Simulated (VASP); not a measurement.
# Tl (Pm-3m) in VASP: further runs

The runs below take Tl through single point, with PBE, HSE06.

Program: VASP 6.6.1. These are calculated values, not measurements. Logs are shortened: lines on timing, memory, paths and dates and some standing lists are left out, and cuts for length are marked.

### Step 1. The cell of the first run

Symmetry: Pm-3m, No. 221, cubic system. Conventional cell: a = 3.249 Å, b = 3.249 Å, c = 3.249 Å, α = 90.00°, β = 90.00°, γ = 90.00°. Within 4.3 Å of Tl (site symmetry m-3m) lie 6 Tl at 3.25 Å.

### Step 2. Single point, PBE

INCAR reads:

```
ALGO = Normal ; EDIFF = 1E-6
ENCUT = 520 ; GGA = PE
ISIF = 2 ; ISMEAR = -1
LASPH = T ; LCHARG = F
LREAL = F ; LWAVE = F
NBANDS = 12 ; NELM = 80
PREC = Accurate ; SIGMA = 0.1
```

KPOINTS reads:

```
k-points
0
Gamma
  5 5 5
```

POSCAR reads:

```
Tl
1.0
    3.2485487673      0.0000000000      0.0000000000
    0.0000000000      3.2485487673      0.0000000000
    0.0000000000      0.0000000000      3.2485487673
Tl
1
Direct
    0.0000000000      0.0000000000      0.0000000000
```

Potentials or basis: VASP PAW PBE potentials, release 64 (Tl_d).

Command:

```
cat potpaw_PBE.64/Tl_d/POTCAR > POTCAR
mpirun -np 1 vasp_std > vasp.out
```

OUTCAR:

```text
EDIFF = 1E-6
   ENCUT = 520
   GGA = PE
   ISIF = 2
   ISMEAR = -1
   LASPH = T
   LREAL = F
   NELM = 80
   PREC = Accurate

 ion  position               nearest neighbor table
   1  0.000  0.000  0.000-

  LATTYP: Found a simple cubic cell.
 ALAT       =     3.2485487673

  Lattice vectors:

 A1 = (   3.2485487673,   0.0000000000,   0.0000000000)
 A2 = (   0.0000000000,   3.2485487673,   0.0000000000)
 A3 = (   0.0000000000,   0.0000000000,   3.2485487673)

Analysis of symmetry for initial positions (statically):
=====================================================================
 Subroutine PRICEL returns:
 Original cell was already a primitive cell.

 Routine SETGRP: Setting up the symmetry group for a
 simple cubic supercell.

 Subroutine GETGRP returns: Found 48 space group operations
 (whereof 48 operations were pure point group operations)
 out of a pool of 48 trial point group operations.

The static configuration has the point symmetry O_h .

Analysis of symmetry for dynamics (positions and initial velocities):
=====================================================================
 Subroutine PRICEL returns:
 Original cell was already a primitive cell.

 Routine SETGRP: Setting up the symmetry group for a
 simple cubic supercell.

 Subroutine GETGRP returns: Found 48 space group operations
 (whereof 48 operations were pure point group operations)
 out of a pool of 48 trial point group operations.

The dynamic configuration has the point symmetry O_h .

 Subroutine INISYM returns: Found 48 space group operations
 (whereof 48 operations are pure point group operations),
 and found     1 'primitive' translations

----------------------------------------------------------------------------------------

                                     Primitive cell

  volume of cell :      34.2822

  direct lattice vectors                    reciprocal lattice vectors
     3.248548767  0.000000000  0.000000000     0.307829764  0.000000000  0.000000000
     0.000000000  3.248548767  0.000000000     0.000000000  0.307829764  0.000000000
     0.000000000  0.000000000  3.248548767     0.000000000  0.000000000  0.307829764

  length of vectors
     3.248548767  3.248548767  3.248548767     0.307829764  0.307829764  0.307829764

  position of ions in fractional coordinates (direct lattice)
     0.000000000  0.000000000  0.000000000

  ion indices of the primitive-cell ions
   primitive index   ion index
                 1           1

----------------------------------------------------------------------------------------

 KPOINTS: k-points

Automatic generation of k-mesh.
 Grid dimensions read from file:
 generate k-points for:    5    5    5

 Generating k-lattice:

  Cartesian coordinates                     Fractional coordinates (reciprocal lattice)
     0.061565953  0.000000000  0.000000000     0.200000000  0.000000000  0.000000000
     0.000000000  0.061565953  0.000000000     0.000000000  0.200000000  0.000000000
     0.000000000  0.000000000  0.061565953     0.000000000  0.000000000  0.200000000

  Length of vectors
     0.061565953  0.061565953  0.061565953

  Shift w.r.t. Gamma in fractional coordinates (k-lattice)
     0.000000000  0.000000000  0.000000000

 Subroutine IBZKPT returns following result:
 ===========================================

 Found     10 irreducible k-points:

 Following reciprocal coordinates:
            Coordinates               Weight
  0.000000  0.000000  0.000000      1.000000
  0.200000  0.000000  0.000000      6.000000
  0.400000  0.000000  0.000000      6.000000
  0.200000  0.200000  0.000000     12.000000
  0.400000  0.200000  0.000000     24.000000
  0.400000  0.400000  0.000000     12.000000
  0.200000  0.200000  0.200000      8.000000
  0.400000  0.200000  0.200000     24.000000
  0.400000  0.400000  0.200000     24.000000
  0.400000  0.400000  0.400000      8.000000
   k-points           NKPTS =     10   k-points in BZ     NKDIM =     10   number of bands    NBANDS=     12
   number of dos      NEDOS =    301   number of ions     NIONS =      1
   total plane-waves  NPLWV =  13824
   dimension x,y,z NGX =    24 NGY =   24 NGZ =   24
   dimension x,y,z NGXF=    48 NGYF=   48 NGZF=   48
   ions per type =               1
   NGX,Y,Z   is equivalent  to a cutoff of  12.28, 12.28, 12.28 a.u.
   NGXF,Y,Z  is equivalent  to a cutoff of  24.56, 24.56, 24.56 a.u.
 SYSTEM =  unknown system
   PREC   = accura    normal or accurate (medium, high low for compatibility)
   ISTART =      0    job   : 0-new  1-cont  2-samecut
   ICHARG =      2    charge: 1-file 2-atom 10-const
   ISPIN  =      1    spin polarized calculation?
   LNONCOLLINEAR =      F non collinear calculations
   LSORBIT =      F    spin-orbit coupling
   LASPH  =      T    aspherical Exc in radial PAW
   ENCUT  =  520.0 eV  38.22 Ry    6.18 a.u.   6.04  6.04  6.04*2*pi/ulx,y,z
   NELM   =     80;   NELMIN=  2; NELMDL= -5     # of ELM steps
   EDIFF  = 0.1E-05   stopping-criterion for ELM
   LREAL  =      F    real-space projection
   EDIFFG = 0.1E-04   stopping-criterion for IOM
   NSW    =      0    number of steps for IOM
   IBRION =     -1    ionic relax: 0-MD 1-quasi-New 2-CG
   NFREE  =      0    steps in history (QN), initial steepest desc. (CG)
   ISIF   =      2    stress and relaxation
   ISYM   =      2    0-nonsym 1-usesym 2-fastsym
   POTIM  = 0.5000    time-step for ionic-motion
   TEBEG  =    0.0;   TEEND  =   0.0 temperature during run
   PSTRESS=    0.0 pullay stress
   NELECT =      13.0000    total number of electrons
   NUPDOWN=      -1.0000    fix difference up-down
   EMIN   =  10.00;   EMAX   =-10.00  energy-range for DOS
   EFERMI =   0.00;   METHOD = LEGACY
   ISMEAR =    -1;   SIGMA  =   0.10  broadening in eV -4-tet -1-fermi 0-gaus
   EFERMI_NEDOS =   21; number of points for ismear=-14 and -15
   IALGO  =     38    algorithm
   IMIX   =      4    mixing-type and parameters
     AMIX     =   0.40;   BMIX     =  1.00
     AMIX_MAG =   1.60;   BMIX_MAG =  1.00
  volume/ion in A,a.u.               =      34.28       231.35
  Fermi-wavevector in a.u.,A,eV,Ry     =   1.184950  2.239230 19.104017  1.404106
  Thomas-Fermi vector in A             =   2.321153
   LORBIT       =      0    0 simple, 1 ext, 2 COOP (PROOUT), +10 PAW based schemes
   GGA     = PE    functional components
   LHFCALC =     F    Hartree Fock is set to
   AEXX    =    0.0000 exact exchange contribution
   IVDW    =     0    specifies the selected vdW correction
   LEPSILON=     F    determine dielectric tensor
   LRPA    =     F    only Hartree local field effects (RPA)
 non-spin polarized calculation
  energy-cutoff  :      520.00
  volume of cell :       34.28
 maximum number of plane-waves:       935
   NGX = 13   NGY = 13   NGZ = 13

 number of electron      12.9999999 magnetization

 Free energy of the ion-electron system (eV)
  ---------------------------------------------------
  ext. energy  EPLUGINS =         0.00000000
  ---------------------------------------------------
  free energy    TOTEN  =        -2.08260416 eV

  energy without entropy =       -2.06294972  energy(sigma->0) =       -2.07277694

 E-fermi :   4.9947     XC(G=0):  -9.2394

 val. band max:        4.9477715246   @ k =   0.4000   0.4000   0.0000
 cond. band min:       5.2277462560   @ k =   0.4000   0.4000   0.0000
 fundamental gap:      0.2799747314
 Fermi energy:         4.9947124800

 k-point     1 :       0.0000    0.0000    0.0000
  band No.  band energies     occupation
      1      -7.2059      2.00000
      2      -7.2059      2.00000
      3      -6.3332      2.00000
      4      -6.3332      2.00000
      5      -6.3332      2.00000
      6      -4.3855      2.00000
      7      11.3682      0.00000
      8      11.3682      0.00000
      9      11.3682      0.00000
     10      13.9915      0.00000
     11      15.7275      0.00000
     12      15.7275      0.00000

 k-point     2 :       0.2000    0.0000    0.0000
  band No.  band energies     occupation
      1      -7.1861      2.00000
      2      -7.0109      2.00000
      3      -6.4205      2.00000
      4      -6.4205      2.00000
      5      -6.3258      2.00000
      6      -3.7827      2.00000
      7       7.2845      0.00000
      8      12.0561      0.00000
      9      12.0561      0.00000
     10      14.9369      0.00000
     11      15.9135      0.00000
     12      19.9932      0.00000

 k-point     3 :       0.4000    0.0000    0.0000
  band No.  band energies     occupation
      1      -7.1538      2.00000
      2      -6.7391      2.00000
      3      -6.5574      2.00000
      4      -6.5574      2.00000
      5      -6.3138      2.00000
      6      -2.0652      2.00000
      7       3.0601      2.00000
      8      13.5705      0.00000
      9      13.5705      0.00000
     10      15.9981      0.00000
     11      16.3821      0.00000
     12      18.9413      0.00000

 k-point     4 :       0.2000    0.2000    0.0000
  band No.  band energies     occupation
      1      -7.0884      2.00000
      2      -6.8669      2.00000
      3      -6.5291      2.00000
      4      -6.4155      2.00000
      5      -6.4075      2.00000
      6      -3.1996      2.00000
      7       7.8340      0.00000
      8       7.9811      0.00000
      9      12.7597      0.00000
     10      15.7858      0.00000
     11      17.2751      0.00000
     12      20.3177      0.00000

 k-point     5 :       0.4000    0.2000    0.0000
  band No.  band energies     occupation
      1      -7.0334      2.00000
      2      -6.6944      2.00000
      3      -6.5671      2.00000
      4      -6.5463      2.00000
      5      -6.3970      2.00000
      6      -1.5429      2.00000
      7       3.6763      2.00000
      8       9.4284      0.00000
      9      13.8720      0.00000
     10      14.3302      0.00000
     11      16.6974      0.00000
     12      19.2520      0.00000

 k-point     6 :       0.4000    0.4000    0.0000
  band No.  band energies     occupation
      1      -6.9374      2.00000
      2      -6.9000      2.00000
      3      -6.5295      2.00000
      4      -6.5266      2.00000
      5      -6.2031      2.00000
      6      -0.0006      2.00000
      7       4.9478      1.23049
      8       5.2277      0.17728
      9      10.5841      0.00000
     10      16.0296      0.00000
     11      17.8471      0.00000
     12      19.0121      0.00000

 k-point     7 :       0.2000    0.2000    0.2000
  band No.  band energies     occupation
      1      -6.8510      2.00000
      2      -6.8510      2.00000
      3      -6.5348      2.00000
      4      -6.5063      2.00000
      5      -6.5063      2.00000
      6      -2.6276      2.00000
      7       8.3647      0.00000
      8       8.6176      0.00000
      9       8.6176      0.00000
     10      17.5922      0.00000
     11      18.0248      0.00000
     12      18.0248      0.00000

 k-point     8 :       0.4000    0.2000    0.2000
  band No.  band energies     occupation
      1      -6.8220      2.00000
      2      -6.6921      2.00000
      3      -6.6635      2.00000
      4      -6.5221      2.00000
      5      -6.4647      2.00000
      6      -1.0146      2.00000
      7       4.2914      1.99824
      8      10.0266      0.00000
      9      10.1074      0.00000
     10      14.0074      0.00000
     11      14.8331      0.00000
     12      19.5022      0.00000

 k-point     9 :       0.4000    0.4000    0.2000
  band No.  band energies     occupation
      1      -6.8789      2.00000
      2      -6.6664      2.00000
      3      -6.6502      2.00000
      4      -6.6405      2.00000
      5      -6.1940      2.00000
      6       0.5171      2.00000
      7       5.5795      0.00576
      8       5.8326      0.00046
      9      10.9615      0.00000
     10      11.7218      0.00000
     11      15.7996      0.00000
     12      16.2178      0.00000

 k-point    10 :       0.4000    0.4000    0.4000
  band No.  band energies     occupation
      1      -6.8512      2.00000
      2      -6.8378      2.00000
      3      -6.8378      2.00000
      4      -6.1813      2.00000
      5      -6.1813      2.00000
      6       2.0314      2.00000
      7       6.9367      0.00000
      8       6.9367      0.00000
      9       7.4780      0.00000
     10      11.6127      0.00000
     11      13.2260      0.00000
     12      13.2260      0.00000

------------------------ aborting loop because EDIFF is reached ----------------------------------------

  FORCE on cell =-STRESS in cart. coord.  units (eV):
  Direction    XX          YY          ZZ          XY          YZ          ZX
  --------------------------------------------------------------------------------------
  -------------------------------------------------------------------------------------
  Total        0.0369361      0.0369361      0.0369361     -0.0000000     -0.0000000     -0.0000000
  in kB        1.7262114      1.7262114      1.7262114     -0.0000000     -0.0000000     -0.0000000
  external PRESSURE =       1.7262114 kB  Pullay stress =       0.0000000 kB

 VOLUME and BASIS-vectors are now :
 -----------------------------------------------------------------------------
  energy-cutoff  :      520.00
  volume of cell :       34.28
      direct lattice vectors                 reciprocal lattice vectors
     3.248548767  0.000000000  0.000000000     0.307829764  0.000000000  0.000000000
     0.000000000  3.248548767  0.000000000     0.000000000  0.307829764  0.000000000
     0.000000000  0.000000000  3.248548767     0.000000000  0.000000000  0.307829764

 POSITION                                       TOTAL-FORCE (eV/Angst)
 -----------------------------------------------------------------------------------
      0.00000      0.00000      0.00000         0.000000      0.000000      0.000000
 -----------------------------------------------------------------------------------
    total drift:                               -0.000000      0.000000     -0.000000

  FREE ENERGIE OF THE ION-ELECTRON SYSTEM (eV)
  ---------------------------------------------------
  free  energy   TOTEN  =        -2.0826041643 eV

  energy  without entropy=       -2.0629497183  energy(sigma->0) =       -2.07277694
```

It took 8.9 s on 1 thread of AMD EPYC, shared host; peak memory 0.1 GiB.

What came out:

- Free energy: -2.0826 eV
- Pressure: 0.2 GPa

Caveat: the k points lie up to 0.39 Å⁻¹ apart; spin-orbit coupling is left out, which moves the levels of the heavy elements.

### Step 3. Single point, HSE06

POSCAR is that of step 2.

INCAR.step1 reads:

```
SYSTEM = Tl
ALGO     = Normal         ! electronic algorithm
EDIFF    = 1E-5           ! SCF threshold, eV
ENCUT    = 520            ! plane-wave cutoff, eV
GGA      = PE             ! functional
ISIF     = 2              ! what is computed and relaxed
ISMEAR   = -1             ! smearing method
LASPH    = .True.         ! aspherical terms in the spheres
LCHARG   = .False.        ! write CHGCAR
LREAL    = .False.        ! projectors in reciprocal space
LWAVE    = .True.         ! write WAVECAR
NBANDS   = 12             ! bands
NELM     = 100            ! most SCF steps
PREC     = Accurate       ! precision mode
SIGMA    = 0.1            ! smearing width, eV
```

INCAR.step2 reads:

```
SYSTEM = Tl
ALGO     = Normal         ! electronic algorithm
EDIFF    = 1E-7           ! SCF threshold, eV
ENCUT    = 520            ! plane-wave cutoff, eV
GGA      = PE             ! functional
HFSCREEN = 0.2079         ! screening, 1/A
ISIF     = 2              ! what is computed and relaxed
ISMEAR   = -1             ! smearing method
ISTART   = 1            
LASPH    = .True.         ! aspherical terms in the spheres
LCHARG   = .False.        ! write CHGCAR
LHFCALC  = .True.         ! exact exchange
LREAL    = .False.        ! projectors in reciprocal space
LWAVE    = .False.        ! write WAVECAR
NBANDS   = 12             ! bands
NELM     = 100            ! most SCF steps
PREC     = Accurate       ! precision mode
PRECFOCK = Normal       
SIGMA    = 0.1            ! smearing width, eV
```

KPOINTS reads:

```
k-points
0
Gamma
  5 5 5
  0 0 0
```

Potentials or basis: VASP PAW PBE potentials, release 64 (Tl_d).

Command:

```
cat potpaw_PBE.64/Tl_d/POTCAR > POTCAR
cp INCAR.step1 INCAR
mpirun -np 1 vasp_std > vasp.out
cp INCAR.step2 INCAR
mpirun -np 1 vasp_std > vasp.out
```

Run time: 26 min. Hardware: 1 thread of AMD EPYC, shared host; peak memory 0.21 GiB.

Results (log left out):

```
Free energy : -2.3512 eV
Pressure    : -0.8 GPa
```

Levels at points of the mesh, in eV from the Fermi level:
```
           k point  band 4  band 5  band 6  band 7  band 8  band 9
(0.00, 0.00, 0.00)  -13.09  -13.09  -10.53    6.96    6.96    6.96
```

Caveat: the k points lie up to 0.39 Å⁻¹ apart; the PAW data sets were made with another functional, which shifts forces and pressure a little; spin-orbit coupling is left out, which moves the levels of the heavy elements.
